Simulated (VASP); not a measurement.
# Nb in VASP: further runs

The runs below take Nb through single point, with HSE06, PBE+D3(BJ), RPBE.

Everything below comes from runs of VASP 6.6.1. Logs are shortened: lines on timing, memory, paths and dates and some standing lists are left out, and cuts for length are marked.

## (1) The cell of the first run

The structure is cubic, space group Fm-3m (No. 225). The conventional cell has a = 4.313 Å, b = 4.313 Å, c = 4.313 Å, α = 90.00°, β = 90.00°, γ = 90.00°. Within 4.0 Å of Nb (site symmetry m-3m) lie 12 Nb at 3.05 Å.

This isn't the form of Nb at room conditions, which is bcc.

## (2) Single point, HSE06

Contents of POSCAR:

```
Nb
1.0
    0.0000000000      2.1564811194      2.1564811194
    2.1564811194      0.0000000000      2.1564811194
    2.1564811194      2.1564811194      0.0000000000
Nb
1
Direct
    0.0000000000      0.0000000000      0.0000000000
```

Contents of INCAR.step1:

```
SYSTEM = Nb
ALGO = Normal
EDIFF = 1E-5
ENCUT = 520
GGA = PE
ISIF = 2
ISMEAR = -1
LASPH = .True.
LCHARG = .False.
LREAL = .False.
LWAVE = .True.
NBANDS = 12
NELM = 100
PREC = Accurate
SIGMA = 0.05
```

Contents of INCAR.step2:

```
SYSTEM = Nb
ALGO = Normal
EDIFF = 1E-7
ENCUT = 520
GGA = PE
HFSCREEN = 0.2079
ISIF = 2
ISMEAR = -1
ISTART = 1
LASPH = .True.
LCHARG = .False.
LHFCALC = .True.
LREAL = .False.
LWAVE = .False.
NBANDS = 12
NELM = 100
PREC = Accurate
PRECFOCK = Normal
SIGMA = 0.05
```

Contents of KPOINTS:

```
k-points
0
Gamma
  6 6 6
  0 0 0
```

Potentials or basis: VASP PAW PBE potentials, release 64 (Nb_sv).

Launch:

```sh
cat potpaw_PBE.64/Nb_sv/POTCAR > POTCAR
cp INCAR.step1 INCAR
mpirun -np 1 vasp_std > vasp.out
cp INCAR.step2 INCAR
mpirun -np 1 vasp_std > vasp.out
```

OUTCAR:

```text
SYSTEM = Nb
   EDIFF = 1E-7
   ENCUT = 520
   GGA = PE
   HFSCREEN = 0.2079
   ISIF = 2
   ISMEAR = -1
   ISTART = 1
   LASPH = .True.
   LHFCALC = .True.
   LREAL = .False.
   NELM = 100
   PREC = Accurate
   PRECFOCK = Normal

 ion  position               nearest neighbor table
   1  0.000  0.000  0.000-

  LATTYP: Found a face centered cubic cell.
 ALAT       =     4.3129622388

  Lattice vectors:

 A1 = (   0.0000000000,   2.1564811194,   2.1564811194)
 A2 = (   2.1564811194,   0.0000000000,   2.1564811194)
 A3 = (   2.1564811194,   2.1564811194,   0.0000000000)

Analysis of symmetry for initial positions (statically):
=====================================================================
 Subroutine PRICEL returns:
 Original cell was already a primitive cell.

 Routine SETGRP: Setting up the symmetry group for a
 face centered cubic supercell.

 Subroutine GETGRP returns: Found 48 space group operations
 (whereof 48 operations were pure point group operations)
 out of a pool of 48 trial point group operations.

The static configuration has the point symmetry O_h .

Analysis of symmetry for dynamics (positions and initial velocities):
=====================================================================
 Subroutine PRICEL returns:
 Original cell was already a primitive cell.

 Routine SETGRP: Setting up the symmetry group for a
 face centered cubic supercell.

 Subroutine GETGRP returns: Found 48 space group operations
 (whereof 48 operations were pure point group operations)
 out of a pool of 48 trial point group operations.

The dynamic configuration has the point symmetry O_h .

 Subroutine INISYM returns: Found 48 space group operations
 (whereof 48 operations are pure point group operations),
 and found     1 'primitive' translations

----------------------------------------------------------------------------------------

                                     Primitive cell

  volume of cell :      20.0570

  direct lattice vectors                    reciprocal lattice vectors
     0.000000000  2.156481119  2.156481119    -0.231859206  0.231859206  0.231859206
     2.156481119  0.000000000  2.156481119     0.231859206 -0.231859206  0.231859206
     2.156481119  2.156481119  0.000000000     0.231859206  0.231859206 -0.231859206

  length of vectors
     3.049724846  3.049724846  3.049724846     0.401591925  0.401591925  0.401591925

[... 84 lines left out ...]
   ISMEAR =    -1;   SIGMA  =   0.05  broadening in eV -4-tet -1-fermi 0-gaus
   EFERMI_NEDOS =   21; number of points for ismear=-14 and -15
   IALGO  =     38    algorithm
   IMIX   =      1    mixing-type and parameters
     AMIX     =   0.40;   BMIX     =  1.00
     AMIX_MAG =   1.60;   BMIX_MAG =  1.00
  volume/ion in A,a.u.               =      20.06       135.35
  Fermi-wavevector in a.u.,A,eV,Ry     =   1.416773  2.677313 27.310238  2.007246
  Thomas-Fermi vector in A             =   2.538073
   LORBIT       =      0    0 simple, 1 ext, 2 COOP (PROOUT), +10 PAW based schemes
   GGA     = PE    functional components
   LHFCALC =     T    Hartree Fock is set to
   PRECFOCK=normal    Normal, Fast or Accurate (Low or Medium for compatibility)
   ENCUT4O =  -1.0   cutoff for four orbital integrals eV
   NKREDX  =     1    reduce k-point grid by
   NKREDY  =     1    reduce k-point grid by
   NKREDZ  =     1    reduce k-point grid by
   AEXX    =    0.2500 exact exchange contribution
   HFSCREEN=    0.2079 screening length (either q_TF or 0.3 A-1)
   HFSCREENC=   0.2079 screening length for correlation (either q_TF or 0.3 A-1)
   ENCUTFOCK=  -1.0 apply spherical cutoff to Coloumb kernel
   IVDW    =     0    specifies the selected vdW correction
   LEPSILON=     F    determine dielectric tensor
   LRPA    =     F    only Hartree local field effects (RPA)
 non-spin polarized calculation
  energy-cutoff  :      520.00
  volume of cell :       20.06
 maximum number of plane-waves:       548
 NGX is ok and might be reduce to    24
  NGX = 18; NGY = 18; NGZ = 18

 number of electron      12.9999999 magnetization

 Free energy of the ion-electron system (eV)
  ---------------------------------------------------
  ext. energy  EPLUGINS =         0.00000000
  ---------------------------------------------------
  free energy    TOTEN  =       -11.45827613 eV

  energy without entropy =      -11.45001119  energy(sigma->0) =      -11.45414366

 E-fermi :  10.1516     XC(G=0):  -9.8220

 val. band max:        9.9357916576   @ k =   0.5000   0.1667   0.0000
 cond. band min:      10.2266689288   @ k =  -0.3333   0.5000   0.1667
 fundamental gap:      0.2908772712
 Fermi energy:        10.1515695994

 k-point     1 :       0.0000    0.0000    0.0000
  band No.  band energies     occupation
      1     -48.9095      2.00000
      2     -22.9087      2.00000
      3     -22.9087      2.00000
      4     -22.9087      2.00000
      5       2.8636      2.00000
      6      10.3708      0.02461
      7      10.3708      0.02461
      8      10.3708      0.02461
      9      13.2899      0.00000
     10      13.2899      0.00000
     11      22.3390      0.00000
     12      27.2126      0.00000
[... 211 lines left out ...]
 k-point    16 :      -0.3333    0.5000    0.1667
  band No.  band energies     occupation
      1     -48.6878      2.00000
      2     -23.7633      2.00000
      3     -23.4399      2.00000
      4     -23.2936      2.00000
      5       6.7345      2.00000
      6       7.3718      2.00000
      7      10.2267      0.36426
      8      13.0927      0.00000
      9      15.4628      0.00000
     10      18.6269      0.00000
     11      21.0482      0.00000
     12      21.0981      0.00000

------------------------ aborting loop because EDIFF is reached ----------------------------------------

  FORCE on cell =-STRESS in cart. coord.  units (eV):
  Direction    XX          YY          ZZ          XY          YZ          ZX
  --------------------------------------------------------------------------------------
  -------------------------------------------------------------------------------------
  Total       -1.4982960     -1.4982960     -1.4982960      0.0000000      0.0000000     -0.0000000
  in kB     -119.6854169   -119.6854169   -119.6854169      0.0000000      0.0000000     -0.0000000
  external PRESSURE =    -119.6854169 kB  Pullay stress =       0.0000000 kB

 VOLUME and BASIS-vectors are now :
 -----------------------------------------------------------------------------
  energy-cutoff  :      520.00
  volume of cell :       20.06
      direct lattice vectors                 reciprocal lattice vectors
     0.000000000  2.156481119  2.156481119    -0.231859206  0.231859206  0.231859206
     2.156481119  0.000000000  2.156481119     0.231859206 -0.231859206  0.231859206
     2.156481119  2.156481119  0.000000000     0.231859206  0.231859206 -0.231859206

 POSITION                                       TOTAL-FORCE (eV/Angst)
 -----------------------------------------------------------------------------------
      0.00000      0.00000      0.00000         0.000000      0.000000     -0.000000
 -----------------------------------------------------------------------------------
    total drift:                                0.000000      0.000000      0.000000

  FREE ENERGIE OF THE ION-ELECTRON SYSTEM (eV)
  ---------------------------------------------------
  free  energy   TOTEN  =       -11.4582761307 eV

  energy  without entropy=      -11.4500111946  energy(sigma->0) =      -11.45414366
```

Wall time 16 min (1 thread of Intel Xeon 8259CL, shared host); peak memory 0.25 GiB.

What came out:

| Item | Value |
| --- | --- |
| Free energy | -11.4583 eV |
| Pressure | -12.0 GPa |
| Band gap on the k mesh | zero (an odd number of electrons rules out a gap without spin polarisation) |

Caveat: the k points lie up to 0.42 Å⁻¹ apart, too coarse for converged energies and pressures of a metal; the PAW data sets were made with another functional, which shifts forces and pressure a little.

## (3) Single point, PBE+D3(BJ), non-collinear spin, zero start, spin-orbit coupling (19.68 Å³/atom)

This run uses another cell than the first one, of 19.68 Å³/atom.

Contents of INCAR:

```
SYSTEM = Nb
  ALGO = Normal
  EDIFF = 1E-6
  ENCUT = 520
  GGA = PE
  GGA_COMPAT = .False.
  ISIF = 2
  ISMEAR = 1
  IVDW = 12
  LASPH = .True.
  LCHARG = .False.
  LMAXMIX = 4
  LORBIT = 11
  LORBMOM = .True.
  LREAL = .False.
  LSORBIT = .True.
  LWAVE = .False.
  MAGMOM = 0 0 0
  NBANDS = 24
  NELM = 150
  PREC = Accurate
  SIGMA = 0.01
```

Contents of KPOINTS:

```
k-points
0
Gamma
  8 8 8
  0 0 0
```

Contents of POSCAR:

```
Nb
1.0
    0.0000000000      2.1428321391      2.1428321391
    2.1428321391      0.0000000000      2.1428321391
    2.1428321391      2.1428321391      0.0000000000
Nb
1
Direct
    0.0000000000      0.0000000000      0.0000000000
```

Potentials or basis: VASP PAW PBE potentials, release 64 (Nb_sv).

Launch:

```sh
cat potpaw_PBE.64/Nb_sv/POTCAR > POTCAR
mpirun -np 1 vasp_ncl > vasp.out
```

OUTCAR:

```text
SYSTEM = Nb
   EDIFF = 1E-6
   ENCUT = 520
   GGA = PE
   ISIF = 2
   ISMEAR = 1
   IVDW = 12
   LASPH = .True.
   LORBIT = 11
   LREAL = .False.
   LSORBIT = .True.
   NELM = 150
   PREC = Accurate
 IVDW          = 12

 ion  position               nearest neighbor table
   1  0.000  0.000  0.000-

  LATTYP: Found a face centered cubic cell.
 ALAT       =     4.2856642782

  Lattice vectors:

 A1 = (   0.0000000000,   2.1428321391,   2.1428321391)
 A2 = (   2.1428321391,   0.0000000000,   2.1428321391)
 A3 = (   2.1428321391,   2.1428321391,   0.0000000000)

[... 898 lines left out ...]
           -0.000  -0.000  -0.000

 orbital moment (z)

 # of ion     p       d       tot
 ----------------------------------------
  1         0.000   0.000   0.000
 ----------------------------------------
            0.000   0.000   0.000

 Spin-Orbit-Coupling matrix elements

 Ion:    1  E_soc:     -0.1774963
 l=   1
     0.0000000    -0.0267896    -0.0267896
    -0.0267896     0.0000000    -0.0267896
    -0.0267896    -0.0267896     0.0000000
 l=   2
     0.0000000    -0.0006890     0.0000000    -0.0006890    -0.0021040
    -0.0006890     0.0000000    -0.0015780    -0.0006890    -0.0005260
     0.0000000    -0.0015780     0.0000000    -0.0015780     0.0000000
    -0.0006890    -0.0006890    -0.0015780     0.0000000    -0.0005260
    -0.0021040    -0.0005260     0.0000000    -0.0005260     0.0000000
 l=   3
     0.0000000     0.0000000     0.0000000     0.0000000     0.0000000     0.0000000     0.0000000
     0.0000000     0.0000000     0.0000000     0.0000000     0.0000000     0.0000000     0.0000000
     0.0000000     0.0000000     0.0000000     0.0000000     0.0000000     0.0000000     0.0000000
     0.0000000     0.0000000     0.0000000     0.0000000     0.0000000     0.0000000     0.0000000
     0.0000000     0.0000000     0.0000000     0.0000000     0.0000000     0.0000000     0.0000000
     0.0000000     0.0000000     0.0000000     0.0000000     0.0000000     0.0000000     0.0000000
     0.0000000     0.0000000     0.0000000     0.0000000     0.0000000     0.0000000     0.0000000

 total charge

# of ion       s       p       d       tot
------------------------------------------
    1        2.213   5.997   2.376  10.587

 magnetization (x)

# of ion       s       p       d       tot
------------------------------------------
    1       -0.000   0.000  -0.000  -0.000

 magnetization (y)

# of ion       s       p       d       tot
------------------------------------------
    1       -0.000   0.000   0.000   0.000

 magnetization (z)

# of ion       s       p       d       tot
------------------------------------------
    1       -0.000   0.000  -0.000  -0.000
```

OSZICAR:

```text
N       E                     dE             d eps       ncg     rms          rms(c)
DAV:   1     0.147584621283E+03    0.14758E+03   -0.70273E+03  1392   0.112E+03
DAV:   2    -0.122649373400E+01   -0.14881E+03   -0.14372E+03  1520   0.443E+02
DAV:   3    -0.993932392784E+01   -0.87128E+01   -0.84241E+01  2544   0.853E+01
DAV:   4    -0.104458858126E+02   -0.50656E+00   -0.49945E+00  1960   0.151E+01
DAV:   5    -0.104556327007E+02   -0.97469E-02   -0.97436E-02  2128   0.251E+00    0.627E+00
DAV:   6    -0.999475230233E+01    0.46088E+00   -0.66903E-01  2016   0.104E+01    0.211E+00
DAV:   7    -0.994379968498E+01    0.50953E-01   -0.23283E-01  2256   0.562E+00    0.106E+00
DAV:   8    -0.994820729468E+01   -0.44076E-02   -0.15489E-02  1960   0.146E+00    0.753E-01
DAV:   9    -0.994865470563E+01   -0.44741E-03   -0.17476E-03  2112   0.496E-01    0.731E-02
DAV:  10    -0.994859007574E+01    0.64630E-04   -0.14067E-04  2032   0.146E-01    0.270E-02
DAV:  11    -0.994858214007E+01    0.79357E-05   -0.32953E-05  2056   0.755E-02    0.212E-02
DAV:  12    -0.994858066743E+01    0.14726E-05   -0.43658E-06  1696   0.298E-02    0.473E-03
DAV:  13    -0.994858035724E+01    0.31019E-06   -0.16896E-07  1128   0.586E-03
   1 F= -.10620197E+02 E0= -.10620182E+02  d E =-.431083E-04  mag=    -0.0000    -0.0000     0.0000
```

Wall time 52 s (1 thread of Intel Xeon 8259CL, shared host); peak memory 0.21 GiB.

Results:

* Free energy: -10.6202 eV
* Pressure: -13.4 GPa
* Net moment: 0.00 μB per cell
* Valence electrons inside the program's atomic spheres: Nb 10.59
* Dispersion energy per atom: -0.672 eV

Moments on the atoms (μB; x, y, z):
```
Nb  0.00 0.00 0.00
```

Caveat: the cell stands under tension.

(Part 1 of 2 ends here.)
